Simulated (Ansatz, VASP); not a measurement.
## MgI2 in VASP and in Ansatz

INCAR

```
SYSTEM = MgI2
ALGO     = Normal         ! electronic algorithm
EDIFF    = 1E-6           ! SCF threshold, eV
ENCUT    = 520            ! plane-wave cutoff, eV
GGA      = PS             ! functional
ISIF     = 2              ! what is computed and relaxed
ISMEAR   = 0              ! smearing method
LASPH    = .TRUE.         ! aspherical terms in the spheres
LCHARG   = .FALSE.        ! write CHGCAR
LREAL    = .FALSE.        ! projectors in reciprocal space
LWAVE    = .FALSE.        ! write WAVECAR
NBANDS   = 15             ! bands
NELM     = 60             ! most SCF steps
PREC     = Accurate       ! precision mode
SIGMA    = 0.05           ! smearing width, eV
```

The input KPOINTS:

```
k-points
0
G
  6 6 4
  0 0 0
```

POSCAR

```
MgI2
1.0
    4.1537001214      0.0000000000      0.0000000000
   -2.0768500607      3.5972098248      0.0000000000
    0.0000000000      0.0000000000      6.8620000000
Mg I
1 2
Direct
    0.0000000000      0.0000000000      0.0000000000
    0.2825282622      0.6412641311      0.7945708753
    0.6158615955      0.3079307977      0.2793108753
```

Input for Ansatz:

```yaml
crystal:
  lattice:
    - [4.1537001214, 0.0, 0.0]
    - [-2.0768500607, 3.5972098248, 0.0]
    - [0.0, 0.0, 6.862]
  atoms:
    - { symbol: Mg, position: [0.0, 0.0, 0.0] }
    - { symbol: I, position: [0.2825282622, 0.6412641311, 0.7945708753] }
    - { symbol: I, position: [0.6158615955, 0.3079307977, 0.2793108753] }
basis:
  ecutwfc: 420
kpoints:
  mp_grid: { grid: [6, 6, 4] }
hamiltonian:
  xc: pbesol
scf:
  occupations: { method: gaussian, width: 0.05 }
output:
  forces: true
  stress: true
  eigenvalues: true
  write_density: true
  write_potential: true
  elf: true
  volumetric_format: npy
```

Change from the starting cell: all I atoms moved +0.312 Å, as atom 2 towards its neighbour atom 3 (I) at 4.101 Å.

Alike in both runs: task single point; functional PBEsol; k mesh 6 × 6 × 4; occupations gaussian, width 0.05 eV; no spin polarisation.

|  | VASP | Ansatz |
| --- | --- | --- |
| version | VASP 6.6.1 | Ansatz 0.2.0 |
| potentials or method | VASP PAW PBE potentials, release 64 (Mg, I), cutoff 520 eV | scalar-relativistic, plane waves, PAW |
| valence electrons in the cell | 16 | 44 |

```tsv
	VASP	Ansatz	Ansatz less VASP
gap on the k mesh at the Fermi level (eV)	2.91	2.92	+0.013
least direct gap on the mesh (eV)	2.95	2.96	+0.009
pressure (GPa)	0.6	0.6	+0.01
traceless stress, the component that is largest in VASP (GPa)	-0.70	-0.70	+0.004
rms of the force components (eV/Å)	0.627	0.626	-0.0014
```

VASP's potentials were made for PBE, not for PBEsol. Atom by atom the forces differ by 0.002 eV/Å (rms over components). VASP's potentials hold 16 valence electrons a cell and Ansatz's 44, so a difference there can come from the potentials and not from the codes.

Neither program's run includes spin-orbit coupling.
